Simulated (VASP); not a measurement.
A run of VASP 6.6.1:

The input INCAR:

```
SYSTEM = HClF2
  ALGO = Normal
  EDIFF = 1E-6
  ENCUT = 520
  GGA = PE
  ISIF = 2
  ISMEAR = 0
  ISPIN = 2
  IVDW = 12
  LASPH = .TRUE.
  LCHARG = .FALSE.
  LORBIT = 11
  LREAL = .FALSE.
  LWAVE = .FALSE.
  MAGMOM = 0 0 1 1
  NBANDS = 23
  NELM = 150
  PREC = Accurate
  SIGMA = 0.1
```

File KPOINTS:

```
k-points
0
G
  4 4 4
  0 0 0
```

File POSCAR:

```
HClF2
1.0
    3.9947495500      0.0000000000      0.0000000000
    0.0000000000      3.9947495500      0.0000000000
    0.0000000000      0.0000000000      4.5808589600
H Cl F
1 1 2
Direct
    0.5000000000      0.5000000000      0.4081862600
    0.0000000000      0.0000000000      0.5956362800
    0.5000000000      0.0000000000      0.5367025900
    0.0000000000      0.5000000000      0.5367025900
```

Potentials or basis: VASP PAW PBE potentials, release 64 (H, Cl, F).

The run is started by

```console
$ cat potpaw_PBE.64/H/POTCAR potpaw_PBE.64/Cl/POTCAR potpaw_PBE.64/F/POTCAR > POTCAR
$ mpirun -np 1 vasp_std > vasp.out
```

Hardware: 1 thread of Oxide Virtual Turin-like Processor, with other jobs on the host.

Task: How long does it take, and how much memory?

Result: It took 55 s on 1 thread of Oxide Virtual Turin-like Processor, with other jobs on the host, peak memory 0.19 GiB. Counts: scf iterations 19, k points 18.
